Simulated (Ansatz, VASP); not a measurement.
## One calculation of Sn, two programs

```
Sn
1.0
    -2.84599    2.84720    1.52911
     2.84720   -2.84599    1.52911
     2.84549    2.84549   -1.52688
Sn
2
Direct
  0.00001 0.99999 0.00000
  0.74999 0.25001 0.50000
```

Alike in both runs: task single point; functional PBEsol; k mesh 19 × 19 × 13; occupations fermi-dirac, width 0.1 eV; no spin polarisation.

|  | VASP | Ansatz |
| --- | --- | --- |
| version | VASP 6.6.1 | Ansatz 0.2.0 |
| potentials or method | VASP PAW PBE potentials, release 64 (Sn_d), cutoff 520 eV | plane waves (420 eV) with PAW, scalar-relativistic |
| valence electrons in the cell | 28 | 28 |

```tsv
	VASP	Ansatz	Ansatz less VASP
pressure (GPa)	5.5	5.6	+0.04
traceless stress, the component that is largest in VASP (GPa)	0.38	0.37	-0.014
```

VASP's potentials were made for PBE, not for PBEsol, and Ansatz warns of the same on its side.
